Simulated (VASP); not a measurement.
# Ni (Im-3m) in VASP: single point with PBE0

Aim: the single point of Ni with PBE0.

All numbers are computed with VASP 6.6.1; they aren't measurements. Logs are shortened: lines on timing, memory, paths and dates and some standing lists are left out, and cuts for length are marked.

## 1. The cell of the first run

The structure is cubic, space group Im-3m (No. 229). The conventional cell has a = 2.770 Å, b = 2.770 Å, c = 2.770 Å, α = 90.00°, β = 90.00°, γ = 90.00°. Ni (site symmetry m-3m) has 14 Ni at 2.40 to 2.77 Å within 3.2 Å.

This isn't the form of Ni at room conditions, which is fcc.

## 2. Single point, PBE0, collinear spin, ferromagnetic start

Contents of POSCAR:

```
Ni
1.0
   -1.3847707126      1.3847707126      1.3847707126
    1.3847707126     -1.3847707126      1.3847707126
    1.3847707126      1.3847707126     -1.3847707126
Ni
1
Direct
    0.0000000000      0.0000000000      0.0000000000
```

Contents of INCAR.step1:

```
PREC = Accurate
ENCUT = 510
EDIFF = 1E-5
ISMEAR = -1
SIGMA = 0.05
LREAL = F
LASPH = T
NELM = 200
ALGO = Normal
ISIF = 2
LWAVE = T
LCHARG = F
ISPIN = 2
MAGMOM = 1
LORBIT = 11
LMAXMIX = 4
GGA = PE
NBANDS = 19
GGA_COMPAT = F
```

Contents of INCAR.step2:

```
PREC = Accurate
ENCUT = 510
EDIFF = 1E-6
ISMEAR = -1
SIGMA = 0.05
LREAL = F
LASPH = T
NELM = 200
ALGO = Normal
ISIF = 2
LWAVE = F
LCHARG = F
ISPIN = 2
MAGMOM = 1
LORBIT = 11
LMAXMIX = 4
GGA = PE
LHFCALC = T
AEXX = 0.25
PRECFOCK = Normal
ISTART = 1
NBANDS = 19
GGA_COMPAT = F
```

Contents of KPOINTS:

```
Automatic mesh
0
Gamma
  7 7 7
```

Potentials or basis: VASP PAW PBE potentials, release 64 (Ni_sv_GW).

The run is started by

```
$ cat potpaw_PBE.64/Ni_sv_GW/POTCAR > POTCAR
$ cp INCAR.step1 INCAR
$ mpirun -np 1 vasp_std > vasp.out
$ cp INCAR.step2 INCAR
$ mpirun -np 1 vasp_std > vasp.out
```

OUTCAR:

```text
PREC = Accurate
   ENCUT = 510
   EDIFF = 1E-6
   ISMEAR = -1
   LREAL = F
   LASPH = T
   NELM = 200
   ISIF = 2
   ISPIN = 2
   LORBIT = 11
   GGA = PE
   LHFCALC = T
   AEXX = 0.25
   PRECFOCK = Normal
   ISTART = 1

 ion  position               nearest neighbor table
   1  0.000  0.000  0.000-

  LATTYP: Found a body centered cubic cell.
 ALAT       =     2.7695414252

  Lattice vectors:

 A1 = (  -1.3847707126,   1.3847707126,   1.3847707126)
 A2 = (   1.3847707126,  -1.3847707126,   1.3847707126)
 A3 = (   1.3847707126,   1.3847707126,  -1.3847707126)

Analysis of symmetry for initial positions (statically):
=====================================================================
 Subroutine PRICEL returns:
 Original cell was already a primitive cell.

 Routine SETGRP: Setting up the symmetry group for a
 body centered cubic supercell.

 Subroutine GETGRP returns: Found 48 space group operations
 (whereof 48 operations were pure point group operations)
 out of a pool of 48 trial point group operations.

The static configuration has the point symmetry O_h .

Analysis of symmetry for dynamics (positions and initial velocities):
=====================================================================
 Subroutine PRICEL returns:
 Original cell was already a primitive cell.

 Routine SETGRP: Setting up the symmetry group for a
 body centered cubic supercell.

 Subroutine GETGRP returns: Found 48 space group operations
 (whereof 48 operations were pure point group operations)
 out of a pool of 48 trial point group operations.

The dynamic configuration has the point symmetry O_h .

Analysis of structural, dynamic, and magnetic symmetry:
=====================================================================
 Subroutine PRICEL returns:
 Original cell was already a primitive cell.

 Routine SETGRP: Setting up the symmetry group for a
 body centered cubic supercell.

 Subroutine GETGRP returns: Found 48 space group operations
 (whereof 48 operations were pure point group operations)
 out of a pool of 48 trial point group operations.

The overall configuration has the point symmetry O_h .

 Subroutine INISYM returns: Found 48 space group operations
 (whereof 48 operations are pure point group operations),
 and found     1 'primitive' translations

----------------------------------------------------------------------------------------

                                     Primitive cell

  volume of cell :      10.6217

  direct lattice vectors                    reciprocal lattice vectors
    -1.384770713  1.384770713  1.384770713     0.000000000  0.361070606  0.361070606
     1.384770713 -1.384770713  1.384770713     0.361070606  0.000000000  0.361070606
     1.384770713  1.384770713 -1.384770713     0.361070606  0.361070606  0.000000000

  length of vectors
     2.398493231  2.398493231  2.398493231     0.510630948  0.510630948  0.510630948

  position of ions in fractional coordinates (direct lattice)
     0.000000000  0.000000000  0.000000000

  ion indices of the primitive-cell ions
   primitive index   ion index
                 1           1

----------------------------------------------------------------------------------------

 KPOINTS: Automatic mesh

Automatic generation of k-mesh.
 Grid dimensions read from file:
 generate k-points for:    7    7    7

 Generating k-lattice:

  Cartesian coordinates                     Fractional coordinates (reciprocal lattice)
     0.000000000  0.051581515  0.051581515     0.142857143  0.000000000  0.000000000
     0.051581515  0.000000000  0.051581515     0.000000000  0.142857143  0.000000000
     0.051581515  0.051581515  0.000000000     0.000000000  0.000000000  0.142857143

  Length of vectors
     0.072947278  0.072947278  0.072947278

  Shift w.r.t. Gamma in fractional coordinates (k-lattice)
     0.000000000  0.000000000  0.000000000

 Subroutine IBZKPT returns following result:
 ===========================================

 Found     20 irreducible k-points:

 Following reciprocal coordinates:
            Coordinates               Weight
  0.000000  0.000000  0.000000      1.000000
  0.142857  0.000000  0.000000     12.000000
  0.285714  0.000000  0.000000     12.000000
  0.428571  0.000000  0.000000     12.000000
  0.142857  0.142857  0.000000     24.000000
  0.285714  0.142857  0.000000     48.000000
[... 12 lines left out ...]
 -0.428571 -0.428571  0.285714      8.000000
 -0.428571  0.428571  0.428571      6.000000
   k-points           NKPTS =     20   k-points in BZ     NKDIM =    343   number of bands    NBANDS=     19
   number of dos      NEDOS =    301   number of ions     NIONS =      1
   total plane-waves  NPLWV =   5832
   dimension x,y,z NGX =    18 NGY =   18 NGZ =   18
   dimension x,y,z NGXF=    36 NGYF=   36 NGZF=   36
   ions per type =               1
   NGX,Y,Z   is equivalent  to a cutoff of  12.48, 12.48, 12.48 a.u.
   NGXF,Y,Z  is equivalent  to a cutoff of  24.95, 24.95, 24.95 a.u.
 SYSTEM =  unknown system
   PREC   = accura    normal or accurate (medium, high low for compatibility)
   ISTART =      1    job   : 0-new  1-cont  2-samecut
   ICHARG =      0    charge: 1-file 2-atom 10-const
   ISPIN  =      2    spin polarized calculation?
   LNONCOLLINEAR =      F non collinear calculations
   LSORBIT =      F    spin-orbit coupling
   LASPH  =      T    aspherical Exc in radial PAW
   ENCUT  =  510.0 eV  37.48 Ry    6.12 a.u.   4.42  4.42  4.42*2*pi/ulx,y,z
   NELM   =    200;   NELMIN=  2; NELMDL=  0     # of ELM steps
   EDIFF  = 0.1E-05   stopping-criterion for ELM
   LREAL  =      F    real-space projection
   EDIFFG = 0.1E-04   stopping-criterion for IOM
   NSW    =      0    number of steps for IOM
   IBRION =     -1    ionic relax: 0-MD 1-quasi-New 2-CG
   NFREE  =      0    steps in history (QN), initial steepest desc. (CG)
   ISIF   =      2    stress and relaxation
   ISYM   =      3    0-nonsym 1-usesym 2-fastsym
   POTIM  = 0.5000    time-step for ionic-motion
   TEBEG  =    0.0;   TEEND  =   0.0 temperature during run
   PSTRESS=    0.0 pullay stress
   NELECT =      18.0000    total number of electrons
   NUPDOWN=      -1.0000    fix difference up-down
   EMIN   =  10.00;   EMAX   =-10.00  energy-range for DOS
   EFERMI =   0.00;   METHOD = LEGACY
   ISMEAR =    -1;   SIGMA  =   0.05  broadening in eV -4-tet -1-fermi 0-gaus
   EFERMI_NEDOS =   21; number of points for ismear=-14 and -15
   IALGO  =     38    algorithm
   IMIX   =      1    mixing-type and parameters
     AMIX     =   0.40;   BMIX     =  1.00
     AMIX_MAG =   1.60;   BMIX_MAG =  1.00
  volume/ion in A,a.u.               =      10.62        71.68
  Fermi-wavevector in a.u.,A,eV,Ry     =   1.951796  3.688360 51.831508  3.809508
  Thomas-Fermi vector in A             =   2.979004
   LORBIT       =     11    0 simple, 1 ext, 2 COOP (PROOUT), +10 PAW based schemes
   GGA     = PE    functional components
   LHFCALC =     T    Hartree Fock is set to
   PRECFOCK=normal    Normal, Fast or Accurate (Low or Medium for compatibility)
   ENCUT4O =  -1.0   cutoff for four orbital integrals eV
   NKREDX  =     1    reduce k-point grid by
   NKREDY  =     1    reduce k-point grid by
   NKREDZ  =     1    reduce k-point grid by
   AEXX    =    0.2500 exact exchange contribution
   HFSCREEN=    0.0000 screening length (either q_TF or 0.3 A-1)
   HFSCREENC=   0.0000 screening length for correlation (either q_TF or 0.3 A-1)
   ENCUTFOCK=  -1.0 apply spherical cutoff to Coloumb kernel
   IVDW    =     0    specifies the selected vdW correction
   LEPSILON=     F    determine dielectric tensor
   LRPA    =     F    only Hartree local field effects (RPA)
 spin polarized calculation
  energy-cutoff  :      510.00
  volume of cell :       10.62
 maximum number of plane-waves:       321
 NGX is ok and might be reduce to    18
  NGX = 14; NGY = 14; NGZ = 14

 number of electron      17.9999968 magnetization       0.5313297

 Free energy of the ion-electron system (eV)
  ---------------------------------------------------
  ext. energy  EPLUGINS =         0.00000000
  ---------------------------------------------------
  free energy    TOTEN  =        -5.35965628 eV

  energy without entropy =       -5.35851659  energy(sigma->0) =       -5.35908643

 E-fermi :   7.5563     XC(G=0): -10.8991

 val. band max:        7.2191018672   @ k =  -0.2857   0.2857   0.1429
 cond. band min:       7.6794520600   @ k =   0.4286   0.1429   0.0000
 fundamental gap:      0.4603501929
 Fermi energy:         7.5563464086

 spin component 1

 k-point     1 :       0.0000    0.0000    0.0000
  band No.  band energies     occupation
      1    -102.1438      1.00000
      2     -60.8118      1.00000
      3     -60.8118      1.00000
      4     -60.8118      1.00000
      5      -2.6271      1.00000
      6       3.3446      1.00000
[... 11 lines left out ...]
     18      43.1519      0.00000
     19      43.2484      0.00000
[... 397 lines left out ...]
 k-point    20 :      -0.4286    0.4286    0.4286
  band No.  band energies     occupation
      1    -102.0642      1.00000
      2     -61.0185      1.00000
      3     -61.0100      1.00000
      4     -61.0100      1.00000
      5       1.5391      1.00000
      6       1.5423      1.00000
[... 11 lines left out ...]
     18      55.4640      0.00000
     19      58.4040      0.00000
 Fermi energy:         7.5563464086

 spin component 2

 k-point     1 :       0.0000    0.0000    0.0000
  band No.  band energies     occupation
      1    -101.0352      1.00000
      2     -59.6045      1.00000
      3     -59.6045      1.00000
      4     -59.6045      1.00000
      5      -3.0350      1.00000
      6       5.1835      1.00000
[... 11 lines left out ...]
     18      43.3602      0.00000
     19      43.4499      0.00000
[... 397 lines left out ...]
 k-point    20 :      -0.4286    0.4286    0.4286
  band No.  band energies     occupation
      1    -100.9475      1.00000
      2     -59.8396      1.00000
      3     -59.8283      1.00000
      4     -59.8283      1.00000
      5       1.8566      1.00000
      6       1.8803      1.00000
[... 11 lines left out ...]
     18      55.4341      0.00000
     19      58.2946      0.00000

------------------------ aborting loop because EDIFF is reached ----------------------------------------

  FORCE on cell =-STRESS in cart. coord.  units (eV):
  Direction    XX          YY          ZZ          XY          YZ          ZX
  --------------------------------------------------------------------------------------
  -------------------------------------------------------------------------------------
  Total       -0.2723684     -0.2723684     -0.2723684      0.0000000     -0.0000000      0.0000000
  in kB      -41.0840963    -41.0840963    -41.0840963      0.0000000     -0.0000000      0.0000000
  external PRESSURE =     -41.0840963 kB  Pullay stress =       0.0000000 kB

 VOLUME and BASIS-vectors are now :
 -----------------------------------------------------------------------------
  energy-cutoff  :      510.00
  volume of cell :       10.62
      direct lattice vectors                 reciprocal lattice vectors
    -1.384770713  1.384770713  1.384770713     0.000000000  0.361070606  0.361070606
     1.384770713 -1.384770713  1.384770713     0.361070606  0.000000000  0.361070606
     1.384770713  1.384770713 -1.384770713     0.361070606  0.361070606  0.000000000

 POSITION                                       TOTAL-FORCE (eV/Angst)
 -----------------------------------------------------------------------------------
      0.00000      0.00000      0.00000         0.000000      0.000000      0.000000
 -----------------------------------------------------------------------------------
    total drift:                                0.000000     -0.000000     -0.000000

  FREE ENERGIE OF THE ION-ELECTRON SYSTEM (eV)
  ---------------------------------------------------
  free  energy   TOTEN  =        -5.3596562773 eV

  energy  without entropy=       -5.3585165899  energy(sigma->0) =       -5.35908643

 total charge

# of ion       s       p       d       f       tot
--------------------------------------------------
    1        2.226   6.288   7.927   0.005  16.446

 magnetization (x)

# of ion       s       p       d       f       tot
--------------------------------------------------
    1       -0.014  -0.036   0.684  -0.000   0.634
```

It took 53 min on 1 thread of Intel Xeon Platinum 8488C (Sapphire Rapids), shared host; peak memory 0.15 GiB.

Results:

```
Free energy                                           : -5.3597 eV
Pressure                                              : -4.1 GPa
Net moment                                            : 0.53 μB per cell
Site moments                                          : Ni +0.63 μB
Valence electrons inside the program's atomic spheres : Ni 16.45
```

Levels at points of the mesh, in eV from the Fermi level:
Spin up:
| k point | band 6 | band 7 | band 8 | band 9 | band 10 | band 11 | band 12 | band 13 |
| --- | --- | --- | --- | --- | --- | --- | --- | --- |
| (0.00, 0.00, 0.00) | -4.21 | -4.21 | -4.21 | -2.61 | -2.61 | 28.39 | 28.39 | 28.39 |
Spin down:
| k point | band 5 | band 6 | band 7 | band 8 | band 9 | band 10 | band 11 | band 12 | band 13 | band 14 |
| --- | --- | --- | --- | --- | --- | --- | --- | --- | --- | --- |
| (0.00, 0.00, 0.00) | -10.59 | -2.37 | -2.37 | -2.37 | -2.04 | -2.04 | 28.05 | 28.05 | 28.05 | 33.49 |

Caveat: the k points lie up to 0.46 Å⁻¹ apart; the PAW data sets were made with another functional, which shifts forces and pressure a little.
